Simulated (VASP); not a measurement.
A run of VASP 6.6.1:

The input INCAR:

```
PREC = Accurate ; ENCUT = 520
EDIFF = 1E-6 ; ISMEAR = 0
SIGMA = 0.1 ; LREAL = False
LASPH = True ; NELM = 120
ALGO = Normal ; ISIF = 2
LWAVE = False ; LCHARG = False
LDIPOL = True ; IDIPOL = 3
DIPOL = 0.5 0.5 0.319 ; GGA = PE
IVDW = 12 ; NBANDS = 132
GGA_COMPAT = False ; NELMDL = -8
KPAR = 4
```

File KPOINTS:

```
Automatic mesh
0
Gamma
  6 6 1
```

The input POSCAR:

```
Ru8N
1.0
    5.3951895594      0.0000000000      0.0000000000
   -2.6975947797      4.6723712167      0.0000000000
    0.0000000000      0.0000000000     25.0383144398
Ru N
16 2
Direct
    0.3333333333      0.1666666667      0.1597551628
    0.3333333333      0.6666666667      0.1597551628
    0.8333333333      0.1666666667      0.1597551628
    0.8333333333      0.6666666667      0.1597551628
    0.1666666667      0.3333333333      0.2449409688
    0.1666666667      0.8333333333      0.2449409688
    0.6666666667      0.3333333333      0.2449409688
    0.6666666667      0.8333333333      0.2449409688
    0.3333333333      0.1666666667      0.3299719610
    0.3333333333      0.6666666667      0.3299719610
    0.8333333333      0.1666666667      0.3299719610
    0.8333333333      0.6666666667      0.3299719610
    0.1666666667      0.3333333333      0.4128997766
    0.1666666667      0.8333333333      0.4128997766
    0.6666666667      0.3333333333      0.4128997766
    0.6666666667      0.8333333333      0.4128997766
    0.1666666667      0.4166666667      0.5566794232
    0.1666666667      0.4166666667      0.6006120930
```

Potentials or basis: VASP PAW PBE potentials, release 64 (Ru_pv, N).

Command:

```sh
$ cat potpaw_PBE.64/Ru_pv/POTCAR potpaw_PBE.64/N/POTCAR > POTCAR
$ mpirun -np 4 vasp_std > vasp.out
```

Hardware: 4 MPI ranks on Intel(R) Xeon(R) Platinum 8259CL CPU @ 2.50GHz (Skylake/Cascade Lake), with other jobs on the host.

Q: Estimate the wall time of this run.

A: Run time: 48 min on 4 MPI ranks on Intel(R) Xeon(R) Platinum 8259CL CPU @ 2.50GHz (Skylake/Cascade Lake), with other jobs on the host, peak memory 1.4 GiB a rank. Counts: scf iterations 41, k points 20.
